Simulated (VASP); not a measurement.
# Pt (P6_3/mmc) in VASP: vibrations by perturbation theory with LDA

Aim: the vibrations by perturbation theory of Pt with LDA.

Everything below comes from runs of VASP 6.6.1. Logs are shortened: lines on timing, memory, paths and dates and some standing lists are left out, and cuts for length are marked.

## (1) The cell of the first run

The structure is hexagonal, space group P6_3/mmc (No. 194). Conventional cell: a = 2.708 Å, b = 2.708 Å, c = 4.677 Å, α = 90.00°, β = 90.00°, γ = 120.00°. Within 3.6 Å of Pt (site symmetry -6m2) lie 12 Pt at 2.71 to 2.81 Å.

This isn't the form of Pt at room conditions, which is fcc.

## (2) Vibrations by perturbation theory, LDA

Input file INCAR:

```
ALGO = Fast
EDIFF = 1E-8
ENCUT = 520
IBRION = 8
ISIF = 2
ISMEAR = 0
LASPH = True
LCHARG = False
LREAL = False
LWAVE = False
NELM = 100
NSW = 1
PREC = Accurate
SIGMA = 0.15
```

Input file KPOINTS:

```
k-points
0
Gamma
  18 18 10
```

Input file POSCAR:

```
Pt
1.0
    2.7081940711      0.0000000000      0.0000000000
   -1.3540970355      2.3453648639      0.0000000000
    0.0000000000      0.0000000000      4.6773974959
Pt
2
Direct
    0.6666666667      0.3333333333      0.7500000000
    0.3333333333      0.6666666667      0.2500000000
```

Potentials or basis: VASP PAW LDA potentials, release 64 (Pt).

Started as:

```
> cat potpaw_LDA.64/Pt/POTCAR > POTCAR
> mpirun -np 1 vasp_std > vasp.out
```

OUTCAR:

```text
EDIFF = 1E-8
   ENCUT = 520
   IBRION = 8
   ISIF = 2
   ISMEAR = 0
   LASPH = True
   LREAL = False
   NELM = 100
   NSW = 1
   PREC = Accurate

 ion  position               nearest neighbor table
   1  0.667  0.333  0.750-   2 2.81   2 2.81   2 2.81   2 2.81   2 2.81   2 2.81
   2  0.333  0.667  0.250-   1 2.81   1 2.81   1 2.81   1 2.81   1 2.81   1 2.81

  LATTYP: Found a hexagonal cell.
 ALAT       =     2.7081940711
 C/A-ratio  =     1.7271278842

  Lattice vectors:

 A1 = (   2.7081940711,   0.0000000000,   0.0000000000)
 A2 = (  -1.3540970355,   2.3453648639,   0.0000000000)
 A3 = (   0.0000000000,   0.0000000000,   4.6773974959)

Analysis of symmetry for initial positions (statically):
=====================================================================
 Subroutine PRICEL returns:
 Original cell was already a primitive cell.

 Routine SETGRP: Setting up the symmetry group for a
 hexagonal supercell.

 Subroutine GETGRP returns: Found 24 space group operations
 (whereof 12 operations were pure point group operations)
 out of a pool of 24 trial point group operations.

The static configuration has the point symmetry D_3d.
 The point group associated with its full space group is D_6h.

Analysis of symmetry for dynamics (positions and initial velocities):
=====================================================================
 Subroutine PRICEL returns:
 Original cell was already a primitive cell.

 Routine SETGRP: Setting up the symmetry group for a
 hexagonal supercell.

 Subroutine GETGRP returns: Found 24 space group operations
 (whereof 12 operations were pure point group operations)
 out of a pool of 24 trial point group operations.

The dynamic configuration has the point symmetry D_3d.
 The point group associated with its full space group is D_6h.

 Subroutine INISYM returns: Found 24 space group operations
 (whereof 12 operations are pure point group operations),
 and found     1 'primitive' translations

----------------------------------------------------------------------------------------

                                     Primitive cell

  volume of cell :      29.7094

  direct lattice vectors                    reciprocal lattice vectors
     2.708194071  0.000000000  0.000000000     0.369249756  0.213186446  0.000000000
    -1.354097035  2.345364864  0.000000000     0.000000000  0.426372892  0.000000000
     0.000000000  0.000000000  4.677397496     0.000000000  0.000000000  0.213794103

  length of vectors
     2.708194071  2.708194071  4.677397496     0.426372892  0.426372892  0.213794103

  position of ions in fractional coordinates (direct lattice)
     0.666666667  0.333333333  0.750000000
     0.333333333  0.666666667  0.250000000

  ion indices of the primitive-cell ions
   primitive index   ion index
                 1           1
                 2           2

----------------------------------------------------------------------------------------

 KPOINTS: k-points

Automatic generation of k-mesh.
 Grid dimensions read from file:
 generate k-points for:   18   18   10

 Generating k-lattice:

  Cartesian coordinates                     Fractional coordinates (reciprocal lattice)
     0.020513875  0.011843691  0.000000000     0.055555556 -0.000000000  0.000000000
     0.000000000  0.023687383  0.000000000     0.000000000  0.055555556  0.000000000
     0.000000000  0.000000000  0.021379410     0.000000000  0.000000000  0.100000000

  Length of vectors
     0.023687383  0.023687383  0.021379410

  Shift w.r.t. Gamma in fractional coordinates (k-lattice)
[... 88 lines left out ...]
 maximum number of plane-waves:       825
   NGX = 11   NGY = 11   NGZ = 17

--------------------------------------- Ionic step        1  -------------------------------------------

 number of electron      20.0000001 magnetization

 Free energy of the ion-electron system (eV)
  ---------------------------------------------------
  ext. energy  EPLUGINS =         0.00000000
  ---------------------------------------------------
  free energy    TOTEN  =       -14.90027380 eV

  energy without entropy =      -14.86037736  energy(sigma->0) =      -14.88032558

 E-fermi :  11.4103     XC(G=0): -13.7711

 val. band max:       11.4091883429   @ k =   0.2222   0.1667   0.4000
 cond. band min:      11.4128747603   @ k =   0.3333   0.1667   0.0000
 fundamental gap:      0.0036864174
 Fermi energy:        11.4103352586

 k-point     1 :       0.0000    0.0000    0.0000
  band No.  band energies     occupation
      1       1.0162      2.00000
      2       3.7187      2.00000
      3       7.0701      2.00000
      4       7.6153      2.00000
      5       7.6153      2.00000
      6       8.0315      2.00000
      7       8.0315      2.00000
      8       9.3838      2.00000
      9       9.3838      2.00000
     10      10.4431      2.00000
     11      11.1751      1.97346
     12      11.1751      1.97346
     13      16.5513      0.00000
     14      26.3853      0.00000
[... 377 lines left out ...]
      1       4.7343      2.00000
      2       4.8378      2.00000
      3       5.2791      2.00000
      4       7.6070      2.00000
      5       7.8065      2.00000
      6       7.8912      2.00000
      7       8.2293      2.00000
      8      10.9575      1.99998
      9      11.2253      1.91887
     10      11.5077      0.35873
     11      13.5439      0.00000
     12      16.8287      0.00000
     13      18.6258      0.00000
     14      20.8304      0.00000

 [... further k-points ...]
[... 5 lines left out ...]
  --------------------------------------------------------------------------------------
  -------------------------------------------------------------------------------------
  Total        0.2174047      0.2174047      0.0469773      0.0000000      0.0000000      0.0000000
  in kB       11.7242485     11.7242485      2.5334008      0.0000000      0.0000000      0.0000000
  external PRESSURE =       8.6606326 kB  Pullay stress =       0.0000000 kB

 VOLUME and BASIS-vectors are now :
 -----------------------------------------------------------------------------
  energy-cutoff  :      520.00
  volume of cell :       29.71
      direct lattice vectors                 reciprocal lattice vectors
     2.708194071  0.000000000  0.000000000     0.369249756  0.213186446  0.000000000
    -1.354097035  2.345364864  0.000000000     0.000000000  0.426372892  0.000000000
     0.000000000  0.000000000  4.677397496     0.000000000  0.000000000  0.213794103

 POSITION                                       TOTAL-FORCE (eV/Angst)
 -----------------------------------------------------------------------------------
      1.35410      0.78179      3.50805        -0.000000      0.000000      0.000000
     -0.00000      1.56358      1.16935         0.000000     -0.000000      0.000000
 -----------------------------------------------------------------------------------
    total drift:                                0.000000     -0.000000      0.000000

  FREE ENERGIE OF THE ION-ELECTRON SYSTEM (eV)
  ---------------------------------------------------
  free  energy   TOTEN  =       -14.9002738026 eV

  energy  without entropy=      -14.8603773558  energy(sigma->0) =      -14.88032558

[... ionic steps 2 to 3 ...]

--------------------------------------- Ionic step        4  -------------------------------------------

------------------------ aborting loop because EDIFF is reached ----------------------------------------

[... ionic steps 5 to 5 ...]

--------------------------------------- Ionic step        6  -------------------------------------------

 Free energy of the ion-electron system (eV)
  ---------------------------------------------------
  ---------------------------------------------------
  free energy    TOTEN  =        -0.28391940 eV

  energy without entropy =       -0.28391940

------------------------ aborting loop because EDIFF is reached ----------------------------------------

 INTERNAL STRAIN TENSOR  FOR ION    1  DIRECTION 3   (eV/Angst):
 -----------------------------------------------------------------------------
     0.04270  0.00000  0.00000
     0.00000  0.04270 -0.00000
     0.00000 -0.00000 -0.07963

 INTERNAL STRAIN TENSOR FOR ION    2 for displacements in x,y,z  (eV/Angst):
          X           Y           Z          XY          YZ          ZX
  --------------------------------------------------------------------------------
  x    -0.00000     0.00000     0.00000    -0.36808     0.00000     0.00000
  y    -0.36808     0.36808    -0.00000     0.00000     0.00000     0.00000
  z    -0.00000    -0.00000    -0.00000     0.00000     0.00000     0.00000

 SECOND DERIVATIVES (NOT SYMMETRIZED)
 ------------------------------------
               1X          1Y          1Z          2X          2Y          2Z
  1X     0.087884    0.000000    0.000000   -0.087884   -0.000000    0.000000
  1Y     0.000000    0.087884    0.000000   -0.000000   -0.087884    0.000000
  1Z    -0.000000    0.000000  -12.320632    0.000000    0.000000   12.320632
  2X    -0.087884   -0.000000    0.000000    0.087884    0.000000    0.000000
  2Y    -0.000000   -0.087884    0.000000    0.000000    0.087884    0.000000
  2Z     0.000000    0.000000   12.320632   -0.000000    0.000000  -12.320632

 Eigenvectors and eigenvalues of the dynamical matrix
 ----------------------------------------------------

   1 f  =    5.556174 THz    34.910471 2PiTHz  185.334017 cm-1    22.978479 meV
             X         Y         Z           dx          dy          dz
      1.354097  0.781788  3.508048     0.000000    0.000000    0.707107
     -0.000000  1.563577  1.169349    -0.000000   -0.000000   -0.707107

   2 f/i=    0.000000 THz     0.000000 2PiTHz    0.000000 cm-1     0.000000 meV
             X         Y         Z           dx          dy          dz
      1.354097  0.781788  3.508048     0.706775   -0.021021    0.005266
     -0.000000  1.563577  1.169349     0.706775   -0.021021    0.005266
[... 16 lines left out ...]
   6 f/i=    0.469260 THz     2.948445 2PiTHz   15.652813 cm-1     1.940701 meV
             X         Y         Z           dx          dy          dz
      1.354097  0.781788  3.508048     0.654608    0.267372   -0.000000
     -0.000000  1.563577  1.169349    -0.654608   -0.267372   -0.000000

--------------------------------------------------------------------------------------------------------

 ELASTIC MODULI CONTR FROM IONIC RELAXATION (kBar)
 Direction    XX          YY          ZZ          XY          YZ          ZX
 --------------------------------------------------------------------------------
 XX          -0.0000      0.0000      0.0000      0.0000      0.0000     -0.0000
 YY           0.0000     -0.0000     -0.0000     -0.0000      0.0000      0.0000
 ZZ           0.0000     -0.0000     -0.0000     -0.0000      0.0000      0.0000
 XY           0.0000     -0.0000     -0.0000     -0.0000      0.0000      0.0000
 YZ           0.0000      0.0000      0.0000      0.0000      0.0000      0.0000
 ZX          -0.0000      0.0000      0.0000      0.0000      0.0000     -0.0000
 --------------------------------------------------------------------------------
```

It took 18 min on 1 thread of Intel Xeon 8259CL, shared host; peak memory 0.82 GiB.

Results:

```
Highest phonon frequency at Γ : 185 cm⁻¹
```

Phonon frequencies in cm⁻¹ (negative: imaginary):
```csv
q point,frequencies
"(0.000, 0.000, 0.000)",-16 -16 0 0 0 185
```

Caveat: some modes are imaginary; spin-orbit coupling is left out, which moves the levels of the heavy elements.
